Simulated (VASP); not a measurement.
Write the native input for VASP 6.6.1 that does the following.

```
Task                   : single point
Functional             : LDA
Potentials or basis    : VASP PAW LDA potentials, release 64 (Cd, S)
Cutoff                 : 520 eV
k mesh                 : 7 × 7 × 4
Occupations            : fermi-dirac, width 0.05 eV
Spin                   : no spin polarisation
Dipole correction      : no
Further INCAR settings : ALGO = Normal; EDIFF = 1e-06; NBANDS = 26
```

The structure of CdS (Greenockite) lies in POSCAR:

```
CdS
1.0
    4.1221468118      0.0000000000      0.0000000000
   -2.0610734059      3.5698838571      0.0000000000
    0.0000000000      0.0000000000      6.6917838725
Cd S
2 2
Direct
    0.6666666667      0.3333333333      0.5000000000
    0.3333333333      0.6666666667      0.0000000000
    0.6666666667      0.3333333333      0.8750000000
    0.3333333333      0.6666666667      0.3750000000
```

This cell differs from its parent crystal: volume scaled by 0.98.

The input as run:

INCAR

```
PREC = Accurate
ENCUT = 520
EDIFF = 1E-6
ISMEAR = -1
SIGMA = 0.05
LREAL = F
LASPH = T
NELM = 60
ALGO = Normal
ISIF = 2
LWAVE = F
LCHARG = F
NBANDS = 26
```

KPOINTS

```
Automatic mesh
0
Gamma
  7 7 4
```

Potentials or basis: VASP PAW LDA potentials, release 64 (Cd, S).

Run with:

```sh
$ cat potpaw_LDA.64/Cd/POTCAR potpaw_LDA.64/S/POTCAR > POTCAR
$ mpirun -np 1 vasp_std > vasp.out
```

It gave:

```json
{
 "Pressure": "-1.5 GPa",
 "Largest force": "0.067 eV/Å",
 "Band gap on the k mesh": "0.99 eV, direct"
}
```

Wall time 27 s on 1 thread of Intel(R) Xeon(R) 6975P-C (Granite Rapids), with other jobs on the host, peak memory 0.2 GiB.
